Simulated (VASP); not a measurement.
**RbBr: single point with PBE**

RbBr:

```
Rb Br
1.0
     4.75192    0.00000    0.00000
     0.00000    4.75192    0.00000
     0.00000    0.00000    4.63238
Rb Br
1 1
Cartesian
  0.0000 0.0000 0.0000
  2.3760 2.3760 0.0000
```

```json
{
 "Program": "VASP 6.6.1",
 "Task": "single point",
 "Functional": "PBE",
 "Potentials or basis": "VASP PAW PBE potentials, release 64 (Rb_sv, Br)",
 "Cutoff": "500 eV",
 "k mesh": "3 × 3 × 4",
 "Occupations": "gaussian, width 0.15 eV",
 "Spin": "no spin polarisation"
}
```

The pressure is 0.3 GPa. The band gap on the k mesh is 3.32 eV, indirect (least direct gap 3.37 eV).

Stress tensor (GPa, compression positive):
```
0.04 0.00 0.00
0.00 0.04 0.00
0.00 0.00 0.76
```

Levels at points of the mesh, in eV from the valence-band top:
```
           k point  band 5  band 6  band 7  band 8  band 9  band 10  band 11  band 12
(0.00, 0.00, 0.00)   -9.37   -0.29   -0.29   -0.05    3.32     5.51     6.95     8.04
(0.00, 0.00, 0.50)   -9.36   -0.71   -0.23   -0.23    5.77     5.94     6.13     7.32
```

Wall time 10 s on 1 thread of Intel(R) Xeon(R) Platinum 8488C (Sapphire Rapids), with other jobs on the host, peak memory 0.2 GiB.

Caveat: the k points lie up to 0.44 Å⁻¹ apart. A hybrid or GW would open this gap; PBE tends to underestimate it.
